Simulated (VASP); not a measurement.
Input of a VASP 6.6.1 run:

File INCAR:

```
PREC = Accurate
ENCUT = 520
EDIFF = 1E-7
ISMEAR = 0
SIGMA = 0.1
LREAL = F
LASPH = T
NELM = 60
ALGO = Normal
ISIF = 2
LWAVE = F
LCHARG = F
GGA = PS
NBANDS = 13
```

Contents of KPOINTS:

```
Automatic mesh
0
Gamma
  18 18 18
```

Contents of POSCAR:

```
Mo
1.0
   -1.5734150000      1.5734150000      1.5734150000
    1.5734150000     -1.5734150000      1.5734150000
    1.5734150000      1.5734150000     -1.5734150000
Mo
1
Direct
    0.0000000000      0.0000000000      0.0000000000
```

Potentials or basis: VASP PAW PBE potentials, release 64 (Mo_sv).

Command:

```bash
$ cat potpaw_PBE.64/Mo_sv/POTCAR > POTCAR
$ mpirun -np 1 vasp_std > vasp.out
```

What does it give for the pressure?

-4.0 GPa.

Predict the band gap on the k mesh.

zero (band 7 reaches 16.55 eV, above the bottom of band 8 at 11.14 eV).

Caveat: the PAW data sets were made with another functional, which shifts forces and pressure a little.
